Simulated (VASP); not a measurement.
Write the native input for VASP 6.6.1 that does the following.

```
Task                   : single point
Functional             : PBE
Potentials or basis    : VASP PAW PBE potentials, release 64 (La)
Cutoff                 : 500 eV
k mesh                 : 12 × 12 × 12
Occupations            : fermi-dirac, width 0.08 eV
Spin                   : no spin polarisation
Dipole correction      : no
Further INCAR settings : ALGO = Normal; EDIFF = 1e-06; NBANDS = 12
```

The structure of La lies in POSCAR:

```
La
1.0
    2.8849929868      0.0000000000      0.0000000000
    0.0000000000      2.8849929868      0.0000000000
    0.0000000000      0.0000000000      2.8849929868
La
1
Direct
    0.0000000000      0.0000000000      0.0000000000
```

This cell differs from its parent crystal: volume scaled by 0.65.

These files were run (other wordings do the same):

INCAR

```
PREC     = Accurate       # precision mode
ENCUT    = 500            # plane-wave cutoff, eV
EDIFF    = 1E-6           # SCF threshold, eV
ISMEAR   = -1             # smearing method
SIGMA    = 0.08           # smearing width, eV
LREAL    = False          # projectors in reciprocal space
LASPH    = True           # aspherical terms in the spheres
NELM     = 200            # most SCF steps
ALGO     = Normal         # electronic algorithm
ISIF     = 2              # what is computed and relaxed
LWAVE    = False          # write WAVECAR
LCHARG   = False          # write CHGCAR
GGA      = PE             # functional
NBANDS   = 12             # bands
GGA_COMPAT= False        
LMAXMIX  = 6              # l up to which the mixer works
```

KPOINTS

```
Automatic mesh
0
Gamma
  12 12 12
```

Potentials or basis: VASP PAW PBE potentials, release 64 (La).

The run is started by

```bash
$ cat potpaw_PBE.64/La/POTCAR > POTCAR
$ mpirun -np 1 vasp_std > vasp.out
```

Results of the run:

- Pressure: 22.3 GPa

Run time: 16 s on 1 thread of Intel(R) Xeon(R) Platinum 8259CL CPU @ 2.50GHz (Skylake/Cascade Lake), on a shared host, peak memory 0.16 GiB.
